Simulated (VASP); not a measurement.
Wanted: the native input for a VASP 6.6.1 run.

```
Task                   : single point
Functional             : r2SCAN
Potentials or basis    : VASP PAW PBE potentials, release 64 (Cs_sv, Cl)
Cutoff                 : 550 eV
k mesh                 : 7 × 7 × 7
Occupations            : methfessel-paxton, width 0.0149 eV
Spin                   : no spin polarisation
Dipole correction      : no
Further INCAR settings : ALGO = Normal; EDIFF = 1e-06; NBANDS = 15
```

CsCl:

```
Cs Cl
1.0
     3.76074    0.00000    0.00000
     0.00000    3.76074    0.00000
     0.00000    0.00000    3.76074
Cs Cl
1 1
Direct
  0.00000 0.00000 0.00000
  0.50000 0.50000 0.50000
```

One way to write it, as run:

POSCAR

```
CsCl
1.0
    3.7607380000      0.0000000000      0.0000000000
    0.0000000000      3.7607380000      0.0000000000
    0.0000000000      0.0000000000      3.7607380000
Cs Cl
1 1
Direct
    0.0000000000      0.0000000000      0.0000000000
    0.5000000000      0.5000000000      0.5000000000
```

INCAR.step1

```
SYSTEM = CsCl
PREC = Accurate
ENCUT = 550
ISMEAR = 1
SIGMA = 0.0149
LREAL = .False.
LASPH = .True.
NELM = 120
NBANDS = 15
GGA = PE
ALGO = Normal
EDIFF = 1E-5
LWAVE = .True.
LCHARG = .False.
GGA_COMPAT = .False.
```

INCAR.step2

```
SYSTEM = CsCl
PREC = Accurate
ENCUT = 550
EDIFF = 1E-6
ISMEAR = 1
SIGMA = 0.0149
LREAL = .False.
LASPH = .True.
NELM = 120
ALGO = Normal
ISIF = 2
LWAVE = .False.
LCHARG = .True.
METAGGA = R2SCAN
LMIXTAU = .True.
LELF = .True.
LVHAR = .True.
NBANDS = 15
ISTART = 1
GGA_COMPAT = .False.
```

KPOINTS

```
regular mesh
0
Gamma
  7 7 7
  0 0 0
```

Potentials or basis: VASP PAW PBE potentials, release 64 (Cs_sv, Cl).

Launch:

```sh
$ cat potpaw_PBE.64/Cs_sv/POTCAR potpaw_PBE.64/Cl/POTCAR > POTCAR
$ cp INCAR.step1 INCAR
$ mpirun -np 1 vasp_std > vasp.out
$ cp INCAR.step2 INCAR
$ mpirun -np 1 vasp_std > vasp.out
```

Results of the run:

```json
{"Pressure": "11.3 GPa", "Band gap on the k mesh": "5.36 eV, direct"}
```

Caveat: the PAW data sets were made with another functional, which shifts forces and pressure a little; spin-orbit coupling is left out, which moves the levels of the heavy elements.

Wall time 110 s on 1 thread of Intel Xeon 8259CL, with other jobs on the host, peak memory 0.18 GiB.
